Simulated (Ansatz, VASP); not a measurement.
# NbP in VASP and in Ansatz

POSCAR

```
NbP
1.0
   -1.6522863814      1.6522863814      5.6625296365
    1.6522863814     -1.6522863814      5.6625296365
    1.6522863814      1.6522863814     -5.6625296365
Nb P
2 2
Direct
    0.2498808000      0.7498808000      0.5000000000
    0.4998808000      0.4998808000      0.0000000000
    0.8327477700      0.3327477700      0.5000000000
    0.0827477700      0.0827477700      0.0000000000
```

Contents of INCAR.step1:

```
SYSTEM = NbP
PREC = Accurate
ENCUT = 520
ISMEAR = -1
SIGMA = 0.05
LREAL = .False.
LASPH = .True.
NELM = 100
NBANDS = 26
GGA = PE
ALGO = Normal
EDIFF = 1E-4
LWAVE = .True.
LCHARG = .False.
```

INCAR.step2

```
SYSTEM = NbP
PREC = Accurate
ENCUT = 520
EDIFF = 1E-6
ISMEAR = -1
SIGMA = 0.05
LREAL = .False.
LASPH = .True.
NELM = 100
ALGO = Normal
ISIF = 2
LWAVE = .False.
LCHARG = .False.
METAGGA = R2SCAN
LMIXTAU = .True.
NBANDS = 26
ISTART = 1
```

KPOINTS

```
regular mesh
0
Gamma
  11 11 11
  0 0 0
```

Contents of input.yaml:

```yaml
crystal:
  lattice:
    - [-1.6522863814, 1.6522863814, 5.6625296365]
    - [1.6522863814, -1.6522863814, 5.6625296365]
    - [1.6522863814, 1.6522863814, -5.6625296365]
  atoms:
    - { symbol: Nb, position: [0.2498808, 0.7498808, 0.5] }
    - { symbol: Nb, position: [0.4998808, 0.4998808, 0.0] }
    - { symbol: P, position: [0.83274777, 0.33274777, 0.5] }
    - { symbol: P, position: [0.08274777, 0.08274777, 0.0] }
hamiltonian:
  xc: r2scan
  pseudopotentials: { kind: paw }
kpoints:
  mp_grid: { grid: [11, 11, 11] }
scf:
  occupations: { method: fermi_dirac, width: 0.05 }
output:
  forces: true
  stress: true
  eigenvalues: true
```

Alike in both runs: task single point; functional r2SCAN; k mesh 11 × 11 × 11; occupations fermi-dirac, width 0.05 eV; no spin polarisation.

```csv
,VASP,Ansatz
version,VASP 6.6.1,Ansatz 0.2.0
potentials or method,"VASP PAW PBE potentials, release 64 (Nb_sv, P)",Ansatz PAW
plane-wave cutoff (eV),520,500
valence electrons in the cell,36,36
```

|  | VASP | Ansatz | Ansatz less VASP |
| --- | --- | --- | --- |
| gap on the k mesh at the Fermi level (eV) | none | none | - |
| pressure (GPa) | 6.3 | 6.8 | +0.46 |
| traceless stress, the component that is largest in VASP (GPa) | -0.59 | -0.64 | -0.045 |
| rms of the force components (eV/Å) | 0.006 | 0.007 | +0.0011 |

VASP's potentials were made for PBE, not for r2SCAN. Atom by atom the forces differ by 0.001 eV/Å (rms over components). A gap of «none» marks a metal or a gap that the smearing closes.
